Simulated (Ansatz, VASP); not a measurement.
**Al2Cu: VASP beside Ansatz**

Contents of INCAR:

```
SYSTEM = Al2Cu
PREC = Accurate
ENCUT = 520
EDIFF = 1E-6
ISMEAR = 0
SIGMA = 0.15
LREAL = .FALSE.
LASPH = .TRUE.
NELM = 100
ALGO = Fast
ISIF = 2
LWAVE = .FALSE.
LCHARG = .FALSE.
GGA = PS
NBANDS = 26
```

Contents of KPOINTS:

```
Automatic mesh
0
G
  12 12 12
  0 0 0
```

POSCAR

```
Al2Cu
1.0
   -2.9965506908      2.9965506908      2.4139243088
    2.9965506908     -2.9965506908      2.4139243088
    2.9965506908      2.9965506908     -2.4139243088
Al Cu
4 2
Direct
    0.1593199577      0.6593199577      0.8186399154
    0.6593199577      0.8406800423      0.5000000000
    0.8406800423      0.3406800423      0.1813600846
    0.3406800423      0.1593199577      0.5000000000
    0.7810697397      0.7810697397      0.0000000000
    0.2810697397      0.2810697397      0.0000000000
```

Input for Ansatz:

```yaml
crystal:
  lattice:
    - [-2.9965506908, 2.9965506908, 2.4139243088]
    - [2.9965506908, -2.9965506908, 2.4139243088]
    - [2.9965506908, 2.9965506908, -2.4139243088]
  atoms:
    - { symbol: Al, position: [0.1593199577, 0.6593199577, 0.8186399154] }
    - { symbol: Al, position: [0.6593199577, 0.8406800423, 0.5] }
    - { symbol: Al, position: [0.8406800423, 0.3406800423, 0.1813600846] }
    - { symbol: Al, position: [0.3406800423, 0.1593199577, 0.5] }
    - { symbol: Cu, position: [0.7810697397, 0.7810697397, 0.0] }
    - { symbol: Cu, position: [0.2810697397, 0.2810697397, 0.0] }
basis:
  ecutwfc: 420
kpoints:
  mp_grid: { grid: [12, 12, 12] }
hamiltonian:
  xc: pbesol
scf:
  occupations: { method: gaussian, width: 0.15 }
output:
  forces: true
  stress: true
  eigenvalues: true
```

Change from the starting cell: all Cu atoms moved -0.150 Å, as atom 5 towards its neighbour atom 6 (Cu) at 2.414 Å.

Alike in both runs: task single point; functional PBEsol; k mesh 12 × 12 × 12; occupations gaussian, width 0.15 eV; no spin polarisation.

|  | VASP | Ansatz |
| --- | --- | --- |
| version | VASP 6.6.1 | Ansatz 0.2.0 |
| potentials or method | VASP PAW PBE potentials, release 64 (Al, Cu), cutoff 520 eV | scalar-relativistic, plane waves, PAW |
| valence electrons in the cell | 34 | 50 |

```tsv
	VASP	Ansatz	Ansatz less VASP
gap on the k mesh at the Fermi level (eV)	none	none	-
pressure (GPa)	0.6	0.5	-0.06
traceless stress, the component that is largest in VASP (GPa)	-0.74	-0.77	-0.033
rms of the force components (eV/Å)	0.243	0.243	0.0000
```

VASP's potentials were made for PBE, not for PBEsol. Atom by atom the forces differ by 0.001 eV/Å (rms over components). A gap of «none» marks a metal or a gap that the smearing closes. VASP's potentials hold 34 valence electrons a cell and Ansatz's 50, so a difference there can come from the potentials and not from the codes.
